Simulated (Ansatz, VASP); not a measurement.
# CeCr2B2C: VASP beside Ansatz

INCAR

```
  PREC = Accurate
  ENCUT = 520
  EDIFF = 1E-6
  ISMEAR = -1
  SIGMA = 0.1
  LREAL = F
  LASPH = T
  NELM = 60
  ALGO = Normal
  ISIF = 2
  LWAVE = F
  LCHARG = F
  GGA = CA
  NBANDS = 32
```

Contents of KPOINTS:

```
Automatic mesh
0
Gamma
  5 5 4
```

Contents of POSCAR:

```
CeCr2B2C
1.0
    3.7628760000      0.0000000000      0.0000000000
    0.0000000000      3.7628760000      0.0000000000
    0.0000000000      0.0000000000      4.9562350000
Ce B Cr C
1 2 2 1
Direct
    0.0000000000      0.0000000000      0.0000000000
    0.5000000000      0.5000000000      0.2240000000
    0.5000000000      0.5000000000      0.7760000000
    0.0000000000      0.5000000000      0.5000000000
    0.5000000000      0.0000000000      0.5000000000
    0.0000000000      0.0000000000      0.5000000000
```

Input for Ansatz:

```yaml
crystal:
  lattice:
    - [3.762876, 0.0, 0.0]
    - [0.0, 3.762876, 0.0]
    - [0.0, 0.0, 4.956235]
  atoms:
    - { symbol: Ce, position: [0.0, 0.0, 0.0] }
    - { symbol: B, position: [0.5, 0.5, 0.224] }
    - { symbol: B, position: [0.5, 0.5, 0.776] }
    - { symbol: Cr, position: [0.0, 0.5, 0.5] }
    - { symbol: Cr, position: [0.5, 0.0, 0.5] }
    - { symbol: C, position: [0.0, 0.0, 0.5] }
  symmetry: { tolerance: 0.0003 }
kpoints:
  mp_grid: { grid: [5, 5, 4], shift: [0, 0, 0] }
magnetization:
  spin_polarized: false
scf:
  occupations: { method: fermi_dirac }
hamiltonian:
  pseudopotentials: { kind: paw }
  xc: lda
basis:
  ecutwfc: "51.4 Ry"
  xc_grid: 1
output:
  forces: true
  stress: true
  eigenvalues: true
```

Alike in both runs: task single point; functional LDA; k mesh 5 × 5 × 4; no spin polarisation.

|  | VASP | Ansatz |
| --- | --- | --- |
| version | VASP 6.6.1 | Ansatz 0.2.0 |
| potentials or method | VASP PAW LDA potentials, release 64 (Ce, B, Cr_pv, C), cutoff 520 eV | PAW plane waves |
| occupations | fermi-dirac, width 0.1 eV | fermi-dirac |
| valence electrons in the cell | 46 | 50 |

```csv
,VASP,Ansatz,Ansatz less VASP
gap on the k mesh at the Fermi level (eV),none,none,-
pressure (GPa),-9.3,-9.7,-0.41
"traceless stress, the component that is largest in VASP (GPa)",1.00,1.13,+0.124
rms of the force components (eV/Å),0.033,0.037,+0.0039
```

LDA's correlation is that of Perdew and Zunger in VASP and of Perdew and Wang (1992) in Ansatz. Atom by atom the forces differ by 0.004 eV/Å (rms over components). A gap of «none» marks a metal or a gap that the smearing closes. VASP's potentials hold 46 valence electrons a cell and Ansatz's 50, so a difference there can come from the potentials and not from the codes.

Spin-orbit coupling is off throughout.
